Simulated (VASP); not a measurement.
The system is HfIn4SiO6.

```
Hf In Si O
1.0
     2.71585   -4.70357    0.00833
     2.71585    4.70357    0.00833
    -1.87915    0.00000    7.40127
Hf In Si O
1 4 1 6
Direct
  0.78835 0.21165 0.00000
  0.62175 0.37825 0.50000
  0.45502 0.54498 0.00000
  0.28407 0.71593 0.50000
  0.95814 0.04186 0.50000
  0.12168 0.87832 0.00000
  0.06219 0.11415 0.86666
  0.88585 0.93781 0.13334
  0.79490 0.53784 0.86663
  0.46216 0.20510 0.13337
  0.15352 0.62879 0.13333
  0.37121 0.84648 0.86667
```

- Program: VASP 6.6.1
- Task: relaxation of cell and atoms
- Functional: BLYP
- Potentials or basis: VASP PAW PBE potentials, release 64 (Hf_pv, In_d, Si, O)
- Cutoff: 600 eV
- k mesh: 4 × 4 × 3
- Occupations: fermi-dirac, width 0.05 eV
- Spin: no spin polarisation

At the start: pressure 3.6 GPa; volume 15.77 Å³/atom.

Problem. How do energy, volume and symmetry change on relaxing?

Solution. Over 12 steps the energy falls by 6.9 meV/atom and the volume is 16.44 Å³/atom (+4.3 %); space group C2 (No. 5, to 0.1 Å) before and after.

The path:
```
step  energy change (eV)  largest force (eV/Å)  pressure (GPa)  volume (Å³)
   1              0.0000                0.1891            3.57       189.24
   2             -0.0315                0.4319           -2.31       199.02
   3             -0.0644                0.2560           -0.01       194.84
   4             -0.0768                0.0845            0.04       195.67
   5             -0.0786                0.0517            0.07       196.09
   6             -0.0811                0.0354            0.06       196.42
   7             -0.0821                0.0381            0.06       196.69
   8             -0.0822                0.0432            0.06       196.79
   9             -0.0827                0.0222           -0.01       197.08
  10             -0.0828                0.0112           -0.03       197.23
  11             -0.0827                0.0165           -0.10       197.53
  12             -0.0828                0.0072           -0.07       197.30
```

Final structure:
```
CELL_PARAMETERS angstrom
2.74357 -4.75228 0.01035
2.74357 4.75228 0.01035
-1.89332 0.00000 7.55925
ATOMIC_POSITIONS crystal
Hf 0.78830 0.21170 0.00000
In 0.62112 0.37888 0.50000
In 0.45494 0.54506 0.00000
In 0.28505 0.71495 0.50000
In 0.95788 0.04212 0.50000
Si 0.12162 0.87838 0.00000
O 0.06057 0.11414 0.86878
O 0.88586 0.93943 0.13122
O 0.79642 0.53663 0.86871
O 0.46337 0.20358 0.13129
O 0.14980 0.62609 0.13113
O 0.37391 0.85020 0.86887
```

Caveat: the PAW data sets were made with another functional, which shifts forces and pressure a little.
